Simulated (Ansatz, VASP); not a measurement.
# Two plane-wave programs on MgO

INCAR

```
SYSTEM = MgO
ALGO = Normal ; EDIFF = 1E-6
ENCUT = 520 ; GGA = PS
ISIF = 2 ; ISMEAR = 0
LASPH = .True. ; LCHARG = .False.
LREAL = .False. ; LWAVE = .False.
NBANDS = 11 ; NELM = 60
PREC = Accurate ; SIGMA = 0.01
```

Contents of KPOINTS:

```
k-points
0
Gamma
  4 4 4
  0 0 0
```

POSCAR

```
MgO
1.0
    0.0000000000      2.1021674158      2.1021674158
    2.1021674158      0.0000000000      2.1021674158
    2.1021674158      2.1021674158      0.0000000000
Mg O
1 1
Direct
    0.0000000000      0.0000000000      0.0000000000
    0.5000000000      0.5000000000      0.5000000000
```

Input for Ansatz:

```yaml
crystal:
  lattice:
    - [0.0, 2.1021674158, 2.1021674158]
    - [2.1021674158, 0.0, 2.1021674158]
    - [2.1021674158, 2.1021674158, 0.0]
  atoms:
    - { symbol: Mg, position: [0.0, 0.0, 0.0] }
    - { symbol: O, position: [0.5, 0.5, 0.5] }
kpoints:
  mp_grid: { grid: [4, 4, 4] }
hamiltonian:
  xc: pbesol
scf:
  occupations: { method: fixed }
  n_extra_bands: 4
output:
  forces: true
  stress: true
  eigenvalues: true
```

Alike in both runs: task single point; functional PBEsol; k mesh 4 × 4 × 4; no spin polarisation.

```csv
,VASP,Ansatz
version,VASP 6.6.1,Ansatz 0.2.0
potentials or method,"VASP PAW PBE potentials, release 64 (Mg, O)",plane waves
plane-wave cutoff (eV),520,420
occupations,"gaussian, width 0.01 eV",fixed
valence electrons in the cell,8,16
```

```csv
,VASP,Ansatz,Ansatz less VASP
gap on the k mesh at the Fermi level (eV),4.68,4.68,0.000
pressure (GPa),0.6,1.1,+0.49
```

VASP's potentials were made for PBE, not for PBEsol. VASP's potentials hold 8 valence electrons a cell and Ansatz's 16, so a difference there can come from the potentials and not from the codes.

The k mesh is coarse, so the values compare programs but aren't converged.
